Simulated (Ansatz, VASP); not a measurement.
One calculation of Pb, two programs

Contents of INCAR:

```
SYSTEM = Pb
PREC = Accurate ; ENCUT = 520
EDIFF = 1E-6 ; ISMEAR = -1
SIGMA = 0.05 ; LREAL = .FALSE.
LASPH = .TRUE. ; NELM = 80
ALGO = Normal ; ISIF = 2
LWAVE = .FALSE. ; LCHARG = .TRUE.
GGA = PS ; LELF = .TRUE.
LVHAR = .TRUE. ; NBANDS = 21
```

File KPOINTS:

```
Automatic mesh
0
G
  12 12 7
  0 0 0
```

POSCAR

```
Pb
1.0
    3.5496007044      0.0000000000      0.0000000000
   -1.7748003522      3.0740443833      0.0000000000
    0.0000000000      0.0000000000      5.5900000000
Pb
2
Direct
    0.3333333333      0.6666666667      0.2500000000
    0.6666666667      0.3333333333      0.7500000000
```

Input for Ansatz:

```yaml
crystal:
  lattice:
    - [3.5496007044, 0.0, 0.0]
    - [-1.7748003522, 3.0740443833, 0.0]
    - [0.0, 0.0, 5.59]
  atoms:
    - { symbol: Pb, position: [0.3333333333, 0.6666666667, 0.25] }
    - { symbol: Pb, position: [0.6666666667, 0.3333333333, 0.75] }
kpoints:
  mp_grid: { grid: [12, 12, 7] }
  band_path:
    path:
      - [0.0, 0.0, 0.0]
      - [0.5, 0.0, 0.0]
      - [0.3333333333, 0.3333333333, 0.0]
      - [0.0, 0.0, 0.0]
      - [0.0, 0.0, 0.5]
      - [0.5, 0.0, 0.5]
      - [0.3333333333, 0.3333333333, 0.5]
      - [0.0, 0.0, 0.5]
      - [0.5, 0.0, 0.5]
    npoints: 5
scf:
  occupations: { method: fermi_dirac, width: 0.05 }
hamiltonian:
  xc: pbesol
  pseudopotentials: { kind: all_electron, lapw: { basis_error: 0.0005 } }
output:
  forces: true
  stress: true
  eigenvalues: true
```

Change from the starting cell: equal xx and yy strain of +2 %.

Alike in both runs: task single point; functional PBEsol; k mesh 12 × 12 × 7; occupations fermi-dirac, width 0.05 eV; no spin polarisation.

|  | VASP | Ansatz |
| --- | --- | --- |
| version | VASP 6.6.1 | Ansatz 0.2.0 |
| potentials or method | VASP PAW PBE potentials, release 64 (Pb_d), cutoff 520 eV | all-electron LAPW, scalar-relativistic |

Ansatz gave:

```
pressure (GPa)                                                : -1.0
traceless stress, the component that is largest in VASP (GPa) : 0.47
```

Question: Which values does VASP return?

Answer: Pressure (GPa): -1.1; traceless stress, the component that is largest in VASP (GPa): 0.48.

VASP's potentials were made for PBE, not for PBEsol. Ansatz ran all-electron here, and VASP with PAW potentials.

Neither program's run includes spin-orbit coupling.
